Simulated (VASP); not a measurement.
Runs of VASP 6.6.1 on Re. The structure is that of space group Fmmm (No. 69), or close to it. The cells are those of the table. 

| cell | gap on the mesh (eV) | pressure (GPa) |
| --- | --- | --- |
| a = 2.885, b = 2.849, c = 2.731 Å, angles 62.2, 60.9, 56.9°, 1 atom | none | -16.3 |
| a = 2.925, b = 2.819, c = 2.657 Å, angles 64.5, 60.4, 55.1°, 1 atom | none | (b) |
| a = 2.925, b = 2.785, c = 2.621 Å, angles 65.4, 60.0, 54.6°, 1 atom | none | 7.8 |
| a = 2.846, b = 2.809, c = 2.731 Å, angles 61.8, 60.5, 57.7°, 1 atom | none | -9.1 |
| a = 2.885, b = 2.922, c = 2.807 Å, angles 60.4, 61.8, 57.8°, 1 atom | none | -30.8 |
| a = 2.885, b = 2.813, c = 2.694 Å, angles 63.1, 60.4, 56.4°, 1 atom | none | (a) |
| a = 2.925, b = 2.961, c = 2.807 Å, angles 60.9, 62.2, 57.0°, 1 atom | none | -35.4 |
| a = 2.694, b = 2.579, c = 2.657 Å, angles 61.9, 57.6, 60.5°, 1 atom | none | 72.4 |

Alike in all rows: task single point; level PBE; potentials or basis VASP PAW PBE potentials, release 64 (Re); no spin polarisation; k mesh 10 × 10 × 10; cutoff (eV) 520; smearing gaussian 0.15 eV.

Problem. Fill in the values left out.

Solution. (a) -6.8; (b) -3.9.

Caveats: spin-orbit coupling is left out, which moves the levels of the heavy elements.

A k mesh can miss the band edges, and the runs leave out spin-orbit coupling on Re.

A gap of «none» marks levels without a gap at the run's occupations.
